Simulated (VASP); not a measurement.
# Ca2CdAs (R-3m) in VASP: density of states with PBE

Aim: the density of states of Ca2CdAs with PBE.

All numbers are computed with VASP 6.6.1; they aren't measurements. Logs are shortened: lines on timing, memory, paths and dates and some standing lists are left out, and cuts for length are marked.

## (1) The cell of the first run

Symmetry: R-3m, No. 166, trigonal system. The conventional cell has a = 4.203 Å, b = 4.203 Å, c = 21.305 Å, α = 90.00°, β = 90.00°, γ = 120.00°. Within 3.7 Å of As (site symmetry -3m) lie 6 Ca at 2.79 Å. Cd (site symmetry -3m) has 6 Ca at 3.26 Å and 6 Cd at 4.20 Å within 4.3 Å. Within 3.7 Å of Ca (site symmetry 3m) lie 3 As at 2.79 Å and 3 Cd at 3.26 Å and 3 Ca at 3.67 Å.

## (2) Density of states, PBE

Input file POSCAR:

```
Ca2CdAs
1.0
    2.1013350000      3.6396160000      0.0000000000
   -2.1013350000      3.6396160000      0.0000000000
   -2.1013350000      1.2132020000      7.1016240000
As Cd Ca
1 1 2
Direct
    0.5000000000      0.0000000000      0.5000000000
    0.0000000000      0.0000000000      0.0000000000
    0.2313000000      0.5374000000      0.6939000000
    0.7687000000      0.4626000000      0.3061000000
```

Input file INCAR.step1:

```
PREC = Accurate
ENCUT = 520
EDIFF = 1E-6
ISMEAR = 1
SIGMA = 0.0142
LREAL = False
LASPH = True
NELM = 80
ALGO = Normal
ISIF = 2
LWAVE = False
LCHARG = True
GGA = PE
NBANDS = 26
```

Input file KPOINTS.step1:

```
regular mesh
0
Gamma
  7 7 7
```

Input file INCAR.step2:

```
PREC = Accurate
ENCUT = 520
EDIFF = 1E-6
ISMEAR = -5
SIGMA = 0.0142
LREAL = False
LASPH = True
NELM = 80
ALGO = Normal
ISIF = 2
LWAVE = False
LCHARG = False
GGA = PE
LORBIT = 10
NEDOS = 2001
ICHARG = 11
```

Input file KPOINTS.step2:

```
regular mesh
0
Gamma
  11 11 11
```

Potentials or basis: VASP PAW PBE potentials, release 64 (As, Cd, Ca_sv).

On the command line:

```bash
> cat potpaw_PBE.64/As/POTCAR potpaw_PBE.64/Cd/POTCAR potpaw_PBE.64/Ca_sv/POTCAR > POTCAR
> cp INCAR.step1 INCAR
> cp KPOINTS.step1 KPOINTS
> mpirun -np 1 vasp_std > vasp.out
> cp INCAR.step2 INCAR
> cp KPOINTS.step2 KPOINTS
> mpirun -np 1 vasp_std > vasp.out
```

OUTCAR:

```text
PREC = Accurate
   ENCUT = 520
   EDIFF = 1E-6
   ISMEAR = -5
   LREAL = False
   LASPH = True
   NELM = 80
   ISIF = 2
   GGA = PE
   LORBIT = 10
   ICHARG = 11

 ion  position               nearest neighbor table
   1  0.500  0.000  0.500-   3 2.79   4 2.79   3 2.79   3 2.79   4 2.79   4 2.79
   2  0.000  0.000  0.000-   4 3.26   3 3.26   4 3.26   3 3.26   4 3.26   3 3.26
   3  0.231  0.537  0.694-   1 2.79   1 2.79   1 2.79   2 3.26   2 3.26   2 3.26
   4  0.769  0.463  0.306-   1 2.79   1 2.79   1 2.79   2 3.26   2 3.26   2 3.26

  LATTYP: Found a trigonal (rhomboedric) cell.
 ALAT       =     7.5047006144
 COS(alpha) =     0.8431971901

  Lattice vectors:

 A1 = (   2.1013350000,   1.2132020000,   7.1016240000)
 A2 = (  -2.1013350000,   1.2132020000,   7.1016240000)
 A3 = (   0.0000000000,  -2.4264140000,   7.1016240000)

Analysis of symmetry for initial positions (statically):
=====================================================================
 Subroutine PRICEL returns:
 Original cell was already a primitive cell.

 Routine SETGRP: Setting up the symmetry group for a
 trigonal (rhombohedral) supercell.

 Subroutine GETGRP returns: Found 12 space group operations
 (whereof 12 operations were pure point group operations)
 out of a pool of 12 trial point group operations.

The static configuration has the point symmetry D_3d.

Analysis of symmetry for dynamics (positions and initial velocities):
=====================================================================
 Subroutine PRICEL returns:
 Original cell was already a primitive cell.

 Routine SETGRP: Setting up the symmetry group for a
 trigonal (rhombohedral) supercell.

 Subroutine GETGRP returns: Found 12 space group operations
 (whereof 12 operations were pure point group operations)
 out of a pool of 12 trial point group operations.

The dynamic configuration has the point symmetry D_3d.

 Subroutine INISYM returns: Found 12 space group operations
 (whereof 12 operations are pure point group operations),
 and found     1 'primitive' translations

----------------------------------------------------------------------------------------

                                     Primitive cell

  volume of cell :     108.6272

  direct lattice vectors                    reciprocal lattice vectors
[... 93 lines left out ...]
   EDIFF  = 0.1E-05   stopping-criterion for ELM
   LREAL  =      F    real-space projection
   EDIFFG = 0.1E-04   stopping-criterion for IOM
   NSW    =      0    number of steps for IOM
   IBRION =     -1    ionic relax: 0-MD 1-quasi-New 2-CG
   NFREE  =      0    steps in history (QN), initial steepest desc. (CG)
   ISIF   =      2    stress and relaxation
   ISYM   =      2    0-nonsym 1-usesym 2-fastsym
   POTIM  = 0.5000    time-step for ionic-motion
   TEBEG  =    0.0;   TEEND  =   0.0 temperature during run
   PSTRESS=    0.0 pullay stress
   NELECT =      37.0000    total number of electrons
   NUPDOWN=      -1.0000    fix difference up-down
   EMIN   =  10.00;   EMAX   =-10.00  energy-range for DOS
   EFERMI =   0.00;   METHOD = LEGACY
   ISMEAR =    -5;   SIGMA  =   0.01  broadening in eV -4-tet -1-fermi 0-gaus
   EFERMI_NEDOS =   21; number of points for ismear=-14 and -15
   IALGO  =     38    algorithm
   IMIX   =      4    mixing-type and parameters
     AMIX     =   0.40;   BMIX     =  1.00
     AMIX_MAG =   1.60;   BMIX_MAG =  1.00
  volume/ion in A,a.u.               =      27.16       183.26
  Fermi-wavevector in a.u.,A,eV,Ry     =   1.143306  2.160535 17.784843  1.307149
  Thomas-Fermi vector in A             =   2.280002
   LORBIT       =     10    0 simple, 1 ext, 2 COOP (PROOUT), +10 PAW based schemes
   GGA     = PE    functional components
   LHFCALC =     F    Hartree Fock is set to
   AEXX    =    0.0000 exact exchange contribution
   IVDW    =     0    specifies the selected vdW correction
   LEPSILON=     F    determine dielectric tensor
   LRPA    =     F    only Hartree local field effects (RPA)
 non-spin polarized calculation
 Fermi weights with tetrahedron method with Bloechl corrections
  energy-cutoff  :      520.00
  volume of cell :      108.63
 maximum number of plane-waves:      2942

 number of electron      37.0000002 magnetization

 Free energy of the ion-electron system (eV)
  ---------------------------------------------------
  ext. energy  EPLUGINS =         0.00000000
  ---------------------------------------------------
  free energy    TOTEN  =       -11.73445518 eV

  energy without entropy =      -11.73445518  energy(sigma->0) =      -11.73445518

 E-fermi :   3.0420     XC(G=0):  -9.1845

 val. band max:        3.1010298717   @ k =  -0.2727   0.3636   0.0000
 cond. band min:       3.0490175347   @ k =  -0.0000  -0.3636   0.1818
 fundamental gap:     -0.0520123370
 Fermi energy:         3.0419633887

 k-point     1 :       0.0000    0.0000    0.0000
  band No.  band energies     occupation
      1     -37.7808      2.00000
      2     -37.7618      2.00000
      3     -18.9473      2.00000
      4     -18.8216      2.00000
      5     -18.8216      2.00000
      6     -18.7947      2.00000
[... 589 lines left out ...]
     21       5.0381      0.00000
     22       5.5169      0.00000

 [... further k-points ...]
[... 5 lines left out ...]
  --------------------------------------------------------------------------------------
  -------------------------------------------------------------------------------------
  Total        4.2675149      4.2675079      3.6769092      0.0000000     -0.0000017      0.0000000
  in kB       62.9429507     62.9428475     54.2319167      0.0000000     -0.0000255      0.0000000
  external PRESSURE =      60.0392383 kB  Pullay stress =       0.0000000 kB

 VOLUME and BASIS-vectors are now :
 -----------------------------------------------------------------------------
  energy-cutoff  :      520.00
  volume of cell :      108.63
      direct lattice vectors                 reciprocal lattice vectors
     2.101335000  3.639616000  0.000000000     0.237943974  0.137377130  0.046937685
    -2.101335000  3.639616000  0.000000000    -0.237943974  0.137377130 -0.093875177
    -2.101335000  1.213202000  7.101624000     0.000000000  0.000000000  0.140812862

 POSITION                                       TOTAL-FORCE (eV/Angst)
 -----------------------------------------------------------------------------------
      0.00000      2.42641      3.55081        -0.000000     -0.000000      0.000000
      0.00000      0.00000      0.00000         0.000000      0.000000      0.000000
     -2.10134      3.63961      4.92782         0.000000     -0.000000      0.682598
      0.00000      4.85282      2.17381        -0.000000      0.000000     -0.682598
 -----------------------------------------------------------------------------------
    total drift:                               -0.000000      0.000000      0.000000

  FREE ENERGIE OF THE ION-ELECTRON SYSTEM (eV)
  ---------------------------------------------------
  free  energy   TOTEN  =       -11.7344551767 eV

  energy  without entropy=      -11.7344551767  energy(sigma->0) =      -11.73445518

 total charge

# of ion       s       p       d       tot
------------------------------------------
    1        1.213   1.702   0.006   2.921
    2        0.697   0.165   9.474  10.336
    3        2.053   5.857   0.295   8.205
    4        2.053   5.857   0.295   8.205
--------------------------------------------------
tot          6.017  13.581  10.070  29.668
```

It took 6.9 min on 1 thread of Intel Xeon Platinum 8375C at 2.90GHz (Ice Lake), shared host; peak memory 0.52 GiB.

Results:

* Valence electrons inside the program's atomic spheres: As 2.92; Cd 10.34; Ca 8.21

Levels at points of the mesh, in eV from the Fermi level:
| k point | band 15 | band 16 | band 17 | band 18 | band 19 | band 20 | band 21 | band 22 |
| --- | --- | --- | --- | --- | --- | --- | --- | --- |
| (0.00, 0.00, 0.00) | -4.84 | -3.40 | -1.34 | -1.34 | 2.13 | 2.38 | 2.38 | 2.94 |

Caveat: tetrahedron occupations give inexact forces and stress in metals.
